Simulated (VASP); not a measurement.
Fe:

```
Fe
1.0
    -1.41578    1.41578    1.41578
     1.41578   -1.41578    1.41578
     1.41578    1.41578   -1.41578
Fe
1
Direct
  0.00000 0.00000 0.00000
```

Base run:

- Program: VASP 6.6.1
- Functional: PBE
- Potentials or basis: VASP PAW PBE potentials, release 64 (Fe)
- Cutoff: 520 eV
- k mesh: 12 × 12 × 12
- Occupations: gaussian, width 0.15 eV
- Spin: collinear spin, ferromagnetic start
- Starting moments: [2.44] μB

Its results: pressure 0.2 GPa; net moment 2.20 μB per cell; site moments Fe +2.20 μB.

Task: The run is repeated on the same cell with these changes: k mesh from 12 × 12 × 12 to 10 × 10 × 10; further incar settings from ALGO = Normal; EDIFF = 1e-07; NBANDS = 14 to ALGO = Fast; EDIFF = 1e-06; NBANDS = 14. What comes out?

Result: Pressure -0.8 GPa; net moment 2.14 μB per cell; site moments Fe +2.14 μB.
